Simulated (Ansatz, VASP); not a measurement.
## One calculation of Gd, two programs

```xyz
1
Lattice="-1.7137 1.7137 1.7137 1.7137 -1.7137 1.7137 1.7137 1.7137 -1.7137" Properties=species:S:1:pos:R:3 pbc="T T T"
Gd    0.0000    0.0000    0.0000
```

Change from the starting cell: volume scaled by 0.65, PAW files.

Alike in both runs: task single point; functional PBEsol; k mesh 14 × 14 × 14; occupations fermi-dirac, width 0.08 eV; collinear spin.

|  | VASP | Ansatz |
| --- | --- | --- |
| version | VASP 6.6.1 | Ansatz 0.2.0 |
| potentials or method | VASP PAW PBE potentials, release 64 (Gd) | PAW with Ansatz's default frozen-core files, scalar-relativistic |
| plane-wave cutoff (eV) | 600 | 420 |
| valence electrons in the cell | 18 | 18 |

```tsv
	VASP	Ansatz	Ansatz less VASP
pressure (GPa)	31.5	30.9	-0.62
net moment per atom (μB)	7.49	7.50	+0.002
size of the moment on the site where the two differ most (μB)	7.01	7.20	+0.189
```

VASP's potentials were made for PBE, not for PBEsol. Site moments also hang on the region over which each program counts them. Both programs put the cell under a high pressure, so it lies far from rest at this level. The functional is the same, so the differences come from potentials, cutoffs and numerics.

Neither program's run includes spin-orbit coupling.
